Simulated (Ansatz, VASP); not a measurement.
# One calculation of Hf3GeW, two programs

INCAR

```
SYSTEM = Hf3GeW
PREC = Accurate ; ENCUT = 600
EDIFF = 1E-6 ; ISMEAR = 0
SIGMA = 0.1 ; LREAL = .FALSE.
LASPH = .TRUE. ; NELM = 60
ALGO = Normal ; ISIF = 3
LWAVE = .FALSE. ; LCHARG = .FALSE.
GGA = PE ; IBRION = 2
NSW = 90 ; EDIFFG = -0.04
```

KPOINTS

```
regular mesh
0
G
  6 6 4
  0 0 0
```

The input POSCAR:

```
Hf3GeW
1.0
    4.3691564100      0.0000000000      0.0000000000
   -2.1845782000      3.7838004400      0.0000000000
    0.0000000000      0.0000000000      5.2438675800
Hf Ge W
3 1 1
Direct
    0.6666666700      0.3333333300      0.2489190000
    0.6666666700      0.3333333300      0.7510810000
    0.0000000000      0.0000000000      0.0000000000
    0.0000000000      0.0000000000      0.5000000000
    0.3333333300      0.6666666700      0.0000000000
```

Input for Ansatz:

```yaml
crystal:
  lattice:
    - [4.36915641, 0.0, 0.0]
    - [-2.1845782, 3.78380044, 0.0]
    - [0.0, 0.0, 5.24386758]
  atoms:
    - { symbol: Hf, position: [0.66666667, 0.33333333, 0.248919] }
    - { symbol: Hf, position: [0.66666667, 0.33333333, 0.751081] }
    - { symbol: Hf, position: [0.0, 0.0, 0.0] }
    - { symbol: Ge, position: [0.0, 0.0, 0.5] }
    - { symbol: W, position: [0.33333333, 0.66666667, 0.0] }
basis:
  ecutwfc: 420
kpoints:
  mp_grid: { grid: [6, 6, 4] }
hamiltonian:
  xc: pbe
scf:
  occupations: { method: gaussian, width: 0.1 }
  lower_state_search: "off"
output:
  forces: true
  stress: true
  eigenvalues: true
relax:
  adjacent_minimum: "off"
  f_tol: 0.04
  max_steps: 70
  cell: { stress_tol: 0.4 }
```

Change from the starting cell: species swapped into the GaFe3As type (P-6m2, No. 187).

Alike in both runs: task relaxation of cell and atoms; functional PBE; k mesh 6 × 6 × 4; occupations gaussian, width 0.1 eV; no spin polarisation.

```csv
,VASP,Ansatz
version,VASP 6.6.1,Ansatz 0.2.0
potentials or method,"VASP PAW PBE potentials, release 64 (Hf_pv, Ge_d, W_sv), cutoff 600 eV","scalar-relativistic, plane waves, PAW"
valence electrons in the cell,58,106
```

```tsv
	VASP	Ansatz	Ansatz less VASP
gap on the k mesh at the Fermi level, each at its own relaxed structure (eV)	none	none	-
relaxed volume (Å³/atom)	22.13	22.24	+0.114
relaxed cell length with the largest relative difference (Å)	6.600	6.618	+0.0177
```

A gap of «none» marks a metal or a gap that the smearing closes. VASP's potentials hold 58 valence electrons a cell and Ansatz's 106, so a difference there can come from the potentials and not from the codes.

Neither program's run includes spin-orbit coupling. Noted on VASP's run: the volume moved by over 15 % at a fixed basis, so the end points are rough.
